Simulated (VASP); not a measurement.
## GeW (CsCl type): single point with PBE

Crystal: GeW (CsCl type).

```xyz
2
Lattice="3.0815 0.0000 0.0000 0.0000 3.0815 0.0000 0.0000 0.0000 3.0815" Properties=species:S:1:pos:R:3 pbc="T T T"
W     0.0000    0.0000    0.0000
Ge    1.5408    1.5408    1.5408
```

```json
{
  "Program": "VASP 6.6.1",
  "Task": "single point",
  "Functional": "PBE",
  "Potentials or basis": "VASP PAW PBE potentials, release 64 (W_sv, Ge_d)",
  "Cutoff": "520 eV",
  "k mesh": "14 × 14 × 14",
  "Occupations": "fermi-dirac, width 0.05 eV",
  "Spin": "no spin polarisation",
  "Dipole correction": "no",
  "Further INCAR settings": "ALGO = Normal; EDIFF = 1e-07; NBANDS = 21"
}
```

```json
{"Pressure": "12.3 GPa", "Band gap on the k mesh": "zero (bands 14 and 15 overlap by 4.54 eV)"}
```

Levels at points of the mesh, in eV from the Fermi level:
```
           k point  band 11  band 12  band 13  band 14  band 15  band 16  band 17  band 18
(0.00, 0.00, 0.00)    -3.54    -3.54     1.68     1.68     1.68     2.33     2.33     2.33
(0.50, 0.00, 0.00)    -8.17    -2.71    -1.98    -1.98     1.94     3.60     6.98     9.40
(0.50, 0.50, 0.00)    -3.83    -3.83    -3.50    -0.25    -0.25     3.65     4.18     5.29
(0.50, 0.50, 0.50)    -6.18    -6.18    -5.19     3.77     3.77     3.77     3.82     3.82
```

It took 63 s on 1 thread of Intel Xeon 8259CL, with other jobs on the host, peak memory 0.2 GiB.

Caveat: the cell stands under pressure; spin-orbit coupling is left out, which moves the levels of the heavy elements.
